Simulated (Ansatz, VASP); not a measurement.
# One calculation of AlRu, two programs

Contents of INCAR:

```
SYSTEM = AlRu
ALGO = Normal ; EDIFF = 1E-7
ENCUT = 520 ; GGA = PE
ISIF = 2 ; ISMEAR = -1
LASPH = .True. ; LCHARG = .False.
LREAL = .False. ; LWAVE = .False.
NBANDS = 16 ; NELM = 60
PREC = Accurate ; SIGMA = 0.1
```

File KPOINTS:

```
k-points
0
Gamma
  14 14 14
  0 0 0
```

The input POSCAR:

```
AlRu
1.0
    0.0000000000      2.0424383901      2.0424383901
    2.0424383901      0.0000000000      2.0424383901
    2.0424383901      2.0424383901      0.0000000000
Ru Al
1 1
Direct
    0.0000000000      0.0000000000      0.0000000000
    0.5000000000      0.5000000000      0.5000000000
```

Input for Ansatz:

```yaml
crystal:
  lattice:
    - [0.0, 2.0424383901, 2.0424383901]
    - [2.0424383901, 0.0, 2.0424383901]
    - [2.0424383901, 2.0424383901, 0.0]
  atoms:
    - { symbol: Ru, position: [0.0, 0.0, 0.0] }
    - { symbol: Al, position: [0.5, 0.5, 0.5] }
kpoints:
  mp_grid: { grid: [14, 14, 14] }
scf:
  occupations: { method: fermi_dirac, width: 0.1 }
hamiltonian:
  xc: pbe
  pseudopotentials: { kind: paw, partial_waves: polarizable }
output:
  forces: true
  stress: true
  eigenvalues: true
  write_density: true
  write_potential: true
  elf: true
  volumetric_format: npy
```

Change from the starting cell: volume scaled by 0.55, PAW files, partial_waves polarizable.

Alike in both runs: task single point; functional PBE; k mesh 14 × 14 × 14; occupations fermi-dirac, width 0.1 eV; no spin polarisation.

|  | VASP | Ansatz |
| --- | --- | --- |
| version | VASP 6.6.1 | Ansatz 0.2.0 |
| potentials or method | VASP PAW PBE potentials, release 64 (Ru_pv, Al) | PAW with Ansatz's default frozen-core files, scalar-relativistic |
| plane-wave cutoff (eV) | 520 | 420 |
| valence electrons in the cell | 17 | 19 |

|  | VASP | Ansatz | Ansatz less VASP |
| --- | --- | --- | --- |
| pressure (GPa) | 299.8 | 296.8 | -2.99 |

Both programs put the cell under a high pressure, so it lies far from rest at this level. VASP's potentials hold 17 valence electrons a cell and Ansatz's 19, so a difference there can come from the potentials and not from the codes.

Noted on VASP's run: the cell as given lies far from equilibrium.
